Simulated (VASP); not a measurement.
Se, 3 atoms in the cell. The typed cell holds 3 atoms: a = 4.367 Å, b = 4.404 Å, c = 4.954 Å, α = 90.41°, β = 91.14°, γ = 120.85°.  This cell differs from its parent crystal: equal xy, yz and zx shear strains of -2 %.

```yaml
Program: VASP 6.6.1
Task: electric field gradients
Functional: PBEsol
Potentials_or_basis: VASP PAW PBE potentials, release 64 (Se)
Cutoff: 520 eV
k_mesh: 6 × 6 × 5
Occupations: fermi-dirac, width 0.03 eV
Spin: no spin polarisation
Dipole_correction: no
Further_INCAR_settings: ALGO = Normal; EDIFF = 1e-08; NBANDS = 16
```

Potentials or basis: VASP PAW PBE potentials, release 64 (Se).

The run is started by

```console
$ cat potpaw_PBE.64/Se/POTCAR > POTCAR
$ mpirun -np 1 vasp_std > vasp.out
```

Hardware: 1 thread of Intel(R) Xeon(R) Platinum 8488C (Sapphire Rapids), on a shared host.

**Question.** Estimate the wall time of this run.

**Answer.** Run time: 58 s on 1 thread of Intel(R) Xeon(R) Platinum 8488C (Sapphire Rapids) (shared host), peak memory 0.25 GiB. Counts: scf iterations 14, k points 92.
